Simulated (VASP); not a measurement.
**HfO2 in VASP: a PBE single point**

HfO2 in the database structure, under -4.0 % equal strain in all directions is computed at one geometry. Runs: PBE. The results are then set beside those of Ansatz 0.2.0 for the same cell.

The runs shown are made with VASP 6.6.1. PAW datasets, plane waves. (Simulation; spin polarisation is off.)

### Step 1. Starting point

The cell comes from an earlier relaxation with r2SCAN in another program, then strained, with the atoms relaxed again.

Space group P4_2/nmc (No. 137), tetragonal; a = 3.434 Å, c = 4.994 Å in the conventional setting, 9.81 Å³ an atom. Around Hf lie 8 O at 2.04–2.21 Å; around O lie 4 Hf at 2.04–2.21 Å.

As a file:

```
CELL_PARAMETERS angstrom
3.43362 0.00000 0.00000
0.00000 3.43362 0.00000
0.00000 0.00000 4.99414
ATOMIC_POSITIONS crystal
Hf 0.50000 0.50000 0.50000
Hf 0.00000 0.00000 0.00000
O 0.00000 0.50000 0.71976
O 0.50000 0.00000 0.78024
O 0.50000 0.00000 0.28024
O 0.00000 0.50000 0.21976
```

### Step 2. Single point with PBE

INCAR

```
ENCUT = 520.000000
SIGMA = 0.020000
EDIFF = 1.00e-07
GGA = PE
PREC = Accurate
IBRION = -1
ISIF = 2
ISMEAR = -1
NBANDS = 31
NELM = 120
NSW = 0
LASPH = .TRUE.
LCHARG = .TRUE.
LELF = .TRUE.
LWAVE = .FALSE.
LREAL = .FALSE.
```

KPOINTS

```
KPOINTS created by Atomic Simulation Environment
0
Gamma
8 8 6
0 0 0
```

KPOINTS_OPT

```
special points
6
Reciprocal
0.0000000000 0.0000000000 0.0000000000 1
0.0000000000 0.5000000000 0.0000000000 1
0.5000000000 0.5000000000 0.0000000000 1
0.0000000000 0.0000000000 0.5000000000 1
0.0000000000 0.5000000000 0.5000000000 1
0.5000000000 0.5000000000 0.5000000000 1
```

POSCAR

```
Hf O
 1.0000000000000000
     3.4336249584999998    0.0000000000000000    0.0000000000000000
     0.0000000000000000    3.4336249584999998    0.0000000000000000
     0.0000000000000000    0.0000000000000000    4.9941354306000001
 Hf  O
   2   4
Cartesian
  1.7168124792499999  1.7168124792499999  2.4970677153000000
  0.0000000000000000 -0.0000000000000000  0.0000000000000000
 -0.0000000000000000  1.7168124792499999  3.5945890215312688
  1.7168124792499999  0.0000000000000000  3.8966141243687318
  1.7168124792499999  0.0000000000000000  1.3995464090687315
 -0.0000000000000000  1.7168124792499999  1.0975213062312688
```

Potentials: the recommended PBE PAW datasets, 44 valence electrons in the neutral cell.

The run is started by

```bash
$ mpirun -np 1 vasp_std
```

Printed to the terminal (iteration lines stand in OSZICAR):

```text
POSCAR found type information on POSCAR HfO
 POSCAR found :  2 types and       6 ions
 LDA part: xc-table for (Slater+PW92), standard interpolation
 POSCAR, INCAR and KPOINTS ok, starting setup
 FFT: planning ... GRIDC
 FFT: planning ... GRID_SOFT
 FFT: planning ... GRID
 WAVECAR not read
 entering main loop
 Start KPOINTS_OPT (optional k-point list driver)
k-point batch [1-6\6]
```

OSZICAR:

```text
N       E                     dE             d eps       ncg     rms          rms(c)
DAV:   1     0.246444536706E+03    0.24644E+03   -0.25267E+04  3720   0.144E+03
DAV:   2    -0.581504440777E+02   -0.30459E+03   -0.29316E+03  4768   0.364E+02
DAV:   3    -0.708467585244E+02   -0.12696E+02   -0.12651E+02  4580   0.669E+01
DAV:   4    -0.709529261117E+02   -0.10617E+00   -0.10614E+00  4717   0.678E+00
DAV:   5    -0.709538394765E+02   -0.91336E-03   -0.91333E-03  4633   0.585E-01    0.876E+01
DAV:   6    -0.599917451007E+02    0.10962E+02   -0.43351E+01  4020   0.388E+01    0.698E+01
DAV:   7    -0.598907551773E+02    0.10099E+00   -0.17551E+00  4800   0.856E+00    0.360E+01
DAV:   8    -0.598921593316E+02   -0.14042E-02   -0.11763E-01  4744   0.276E+00    0.659E+00
DAV:   9    -0.598795286214E+02    0.12631E-01   -0.44817E-02  4448   0.137E+00    0.305E+00
DAV:  10    -0.598793818596E+02    0.14676E-03   -0.44021E-03  4733   0.460E-01    0.122E-01
DAV:  11    -0.598794169221E+02   -0.35063E-04   -0.34023E-04  4772   0.115E-01    0.112E-01
DAV:  12    -0.598794406748E+02   -0.23753E-04   -0.45745E-05  4917   0.385E-02    0.104E-01
DAV:  13    -0.598794433646E+02   -0.26898E-05   -0.40163E-06  4491   0.132E-02    0.667E-03
DAV:  14    -0.598794436430E+02   -0.27842E-06   -0.21395E-07  4338   0.293E-03    0.108E-02
DAV:  15    -0.598794435886E+02    0.54450E-07   -0.73876E-08  4051   0.149E-03
   1 F= -.59879444E+02 E0= -.59879444E+02  d E =-.537535E-11
       N       E                     dE             ncg
DAV:   1     0.400567005443E+04   -0.73304E+04      372
DAV:   2     0.232242288552E+04   -0.16832E+04      454
DAV:   3     0.224737900610E+04   -0.75044E+02      457
DAV:   4     0.224643288318E+04   -0.94612E+00      473
DAV:   5     0.224641628208E+04   -0.16601E-01      473
DAV:   6     0.224641585907E+04   -0.42302E-03      467
DAV:   7     0.224641585346E+04   -0.56048E-05      466
DAV:   8     0.224641585328E+04   -0.18053E-06      396
DAV:   9     0.224641585327E+04   -0.70509E-08      336
```

The lines after F= are the extra pass for the points of KPOINTS_OPT, at fixed density; their E is not a total energy.

From OUTCAR:

```text
k-points           NKPTS =     60   k-points in BZ     NKDIM =     60   number of bands    NBANDS=     31

   NELECT =      44.0000    total number of electrons

   dimension x,y,z NGX =    28 NGY =   28 NGZ =   40
   dimension x,y,z NGXF=    56 NGYF=   56 NGZF=   80

  energy-cutoff  :      520.00
  volume of cell :       58.88
      direct lattice vectors                 reciprocal lattice vectors
     3.433624958  0.000000000  0.000000000     0.291237398  0.000000000  0.000000000
     0.000000000  3.433624958  0.000000000     0.000000000  0.291237398  0.000000000
     0.000000000  0.000000000  4.994135431     0.000000000  0.000000000  0.200234858

 k-points in reciprocal lattice and weights: KPOINTS created by Atomic Simulation Env
   0.00000000  0.00000000  0.00000000       0.003
   0.12500000  0.00000000  0.00000000       0.010
   0.25000000  0.00000000  0.00000000       0.010
   0.37500000  0.00000000  0.00000000       0.010
   0.50000000  0.00000000  0.00000000       0.005
   0.12500000  0.12500000  0.00000000       0.010
   0.25000000  0.12500000  0.00000000       0.021
   0.37500000  0.12500000  0.00000000       0.021
[... 52 more k-points ...]

 E-fermi :   5.2422

 k-point     1 :       0.0000    0.0000    0.0000
  band No.  band energies     occupation
      1     -24.7404      2.00000
      2     -24.1795      2.00000
      3     -24.1795      2.00000
      4     -24.0102      2.00000
      5     -24.0005      2.00000
      6     -24.0005      2.00000
      7     -14.2387      2.00000
      8     -12.2258      2.00000
      9     -11.5528      2.00000
     10     -10.8486      2.00000
     11      -1.8129      2.00000
     12      -0.8621      2.00000
     13      -0.8097      2.00000
     14      -0.8097      2.00000
     15       1.5400      2.00000
     16       1.5400      2.00000
     17       3.3701      2.00000
     18       3.3701      2.00000
     19       4.2689      2.00000
     20       4.3623      2.00000
     21       4.5141      2.00000
     22       4.5141      2.00000
     23       9.3449      0.00000
     24       9.4792      0.00000
     25       9.8896      0.00000
     26      11.2485      0.00000
     27      11.8128      0.00000
     28      12.6189      0.00000
     29      14.3141      0.00000
     30      14.3141      0.00000
     31      16.8933      0.00000

 k-point     2 :       0.1250    0.0000    0.0000
  band No.  band energies     occupation
      1     -24.7023      2.00000
      2     -24.2407      2.00000
      3     -24.1697      2.00000
      4     -24.0785      2.00000
      5     -24.0234      2.00000
      6     -24.0042      2.00000
      7     -14.0491      2.00000
      8     -12.1639      2.00000
      9     -11.6002      2.00000
     10     -10.9782      2.00000
     11      -1.7052      2.00000
     12      -0.7645      2.00000
     13      -0.6842      2.00000
     14      -0.3833      2.00000
     15       1.2973      2.00000
     16       1.5496      2.00000
     17       3.1647      2.00000
     18       3.3404      2.00000
     19       4.0612      2.00000
     20       4.1570      2.00000
     21       4.3059      2.00000
     22       4.5209      2.00000
     23       9.5898      0.00000
     24       9.7902      0.00000
     25       9.9240      0.00000
     26      11.2195      0.00000
     27      12.2427      0.00000
     28      12.6961      0.00000
     29      14.0682      0.00000
     30      14.3767      0.00000
     31      16.4105      0.00000

 k-point     3 :       0.2500    0.0000    0.0000
  band No.  band energies     occupation
      1     -24.5977      2.00000
      2     -24.3799      2.00000
      3     -24.2608      2.00000
      4     -24.1431      2.00000
      5     -24.0705      2.00000
      6     -24.0162      2.00000
      7     -13.5576      2.00000
      8     -12.0683      2.00000
      9     -11.7071      2.00000
     10     -11.2750      2.00000
     11      -1.2572      2.00000
     12      -0.5429      2.00000
     13      -0.3159      2.00000
     14       0.5946      2.00000
     15       0.8396      2.00000
     16       1.6038      2.00000
     17       2.6086      2.00000
     18       2.9031      2.00000
     19       3.3999      2.00000
     20       3.8169      2.00000
     21       4.3679      2.00000
     22       4.3861      2.00000
     23       9.9583      0.00000
     24       9.9945      0.00000
     25      10.3783      0.00000
     26      11.1614      0.00000
     27      12.8826      0.00000
     28      12.9750      0.00000
     29      13.7894      0.00000
     30      14.5719      0.00000
     31      15.4835      0.00000

 k-point     4 :       0.3750    0.0000    0.0000
  band No.  band energies     occupation
      1     -24.5055      2.00000
      2     -24.4765      2.00000
      3     -24.4160      2.00000
      4     -24.1598      2.00000
      5     -24.1067      2.00000
      6     -24.0379      2.00000
      7     -12.9492      2.00000
      8     -12.1256      2.00000
      9     -11.7857      2.00000
     10     -11.5635      2.00000
     11      -0.6271      2.00000
     12      -0.3718      2.00000
     13       0.2677      2.00000
     14       0.6610      2.00000
     15       1.7650      2.00000
     16       1.7779      2.00000
     17       1.8397      2.00000
     18       2.0923      2.00000
     19       2.6560      2.00000
     20       3.6841      2.00000
     21       4.1459      2.00000
     22       4.3697      2.00000
     23      10.0180      0.00000
     24      10.0374      0.00000
     25      10.8209      0.00000
     26      11.1089      0.00000
     27      12.6911      0.00000
     28      13.2580      0.00000
     29      14.1119      0.00000
     30      14.6631      0.00000
     31      14.9204      0.00000

[... the tables of k-points 5 to 60 left out ...]

  Total       14.2941284     14.2941284     10.5800441      0.0000000      0.0000000     -0.0000000
  in kB      388.9575740    388.9575740    287.8936122      0.0000000      0.0000000     -0.0000000
  external PRESSURE =     355.2695867 kB  Pullay stress =       0.0000000 kB

 POSITION                                       TOTAL-FORCE (eV/Angst)
 -----------------------------------------------------------------------------------
      1.71681      1.71681      2.49707        -0.000000      0.000000      0.000000
      0.00000      0.00000      0.00000         0.000000      0.000000      0.000000
      0.00000      1.71681      3.59459         0.000000      0.000000      0.047156
      1.71681      0.00000      3.89661         0.000000      0.000000     -0.047156
      1.71681      0.00000      1.39955        -0.000000      0.000000     -0.047156
      0.00000      1.71681      1.09752        -0.000000      0.000000      0.047156
 -----------------------------------------------------------------------------------
    total drift:                                0.000000      0.000000      0.000000

  FREE ENERGIE OF THE ION-ELECTRON SYSTEM (eV)
  ---------------------------------------------------
  free  energy   TOTEN  =       -59.8794435886 eV

  energy  without entropy=      -59.8794435886  energy(sigma->0) =      -59.87944359
```

Hardware: 1 MPI rank of Intel Xeon Platinum 8488C, shared host.

The levels at the points of KPOINTS_OPT are read from vasprun.xml.

Near the gap, in eV above the top of the last filled band v; c is the band after it:

```tsv
point	v−1	v	c	c+1
Γ	-0.30	-0.30	4.53	4.67
X	-0.55	-0.55	5.17	5.17
M	-0.11	-0.11	5.01	5.01
Z	-0.24	-0.24	5.44	5.44
R	-1.50	-1.50	5.37	5.37
A	0.00	0.00	5.80	5.80
```

The PBE gap is 4.53 eV and indirect (A to Γ), with 4.83 eV as the least direct one. Pressure: 35.53 GPa, and the largest force is 0.047 eV/Å, on atom 3 (O).

Density in a lattice plane of the grid's cell (edges 3.43 and 4.99 Å, at 0.000 of the third edge), which holds Hf and O.

Ten even steps from ' ' (0.03 e/Å³) to '@' (7.82 e/Å³):
```
====--::..              ..::--==
----::..  ....::::::....  ..::--
......    ..--++**++--..    ....
          ::++%%@@%%++::        
          ..==%%@@%%==..        
          ..::==++==::..        
            ....::....          
                                
                                
                                
                                
            ..::::::..          
          ..--++**++--..        
          ::==%%@@%%==::        
          ..==%%@@%%==..        
          ..::==++==::..        
......      ....::....      ....
----::..                  ..::--
====--::..              ..::--==
====--::..              ..::--==
```
Columns run along the first of these edges and rows up along the second, over one cell in 16 and 20 even steps from the bottom left corner. Atoms in the plane (fractional): Hf at (0.00, 0.00), O at (0.50, 0.78), O at (0.50, 0.28).

ELF in the same plane.

Ten even steps from '0' (0.01) to '9' (0.83):
```
0034324676423430
3444358999853444
5432489989984234
2112699646996211
0003799757997300
0003699989996300
0002479999974200
0000235666532000
0000011111110000
0000011222110000
0001356777653100
0013689999986310
0014799888997410
0014899646998410
0013799757997310
2111589989985111
5542258999852245
3465224666422564
0146311111113641
0025411121114520
```
Columns run along the first of these edges and rows up along the second, over one cell in 16 and 20 even steps from the bottom left corner. Atoms in the plane (fractional): Hf at (0.00, 0.00), O at (0.50, 0.78), O at (0.50, 0.28).

Both are smooth fields of the valence electrons: close to the nuclei they are not physical.

The highest ELF values outside the cores: 0.84 in the shell around O, 0.6 Å from O.

### Step 3. Results

```
level  gap (eV)  pressure (GPa)  Ansatz: gap (eV)  Ansatz: pressure (GPa)
  PBE      4.53           35.53              4.48                   40.09
```

**Reading.** Spin-orbit coupling is left out, though the cell holds Hf (Z = 72); in an element this heavy it can shift bands and gaps by tenths of an eV. The two programs agree on the gap within 0.06 eV. Each program uses its own PAW datasets and cutoff. VASP's cell holds 44 valence electrons and Ansatz's 76.

VASP's potentials hold 44 valence electrons a cell and Ansatz's 76, so a difference between the two programs can come from the potentials and not from the codes.
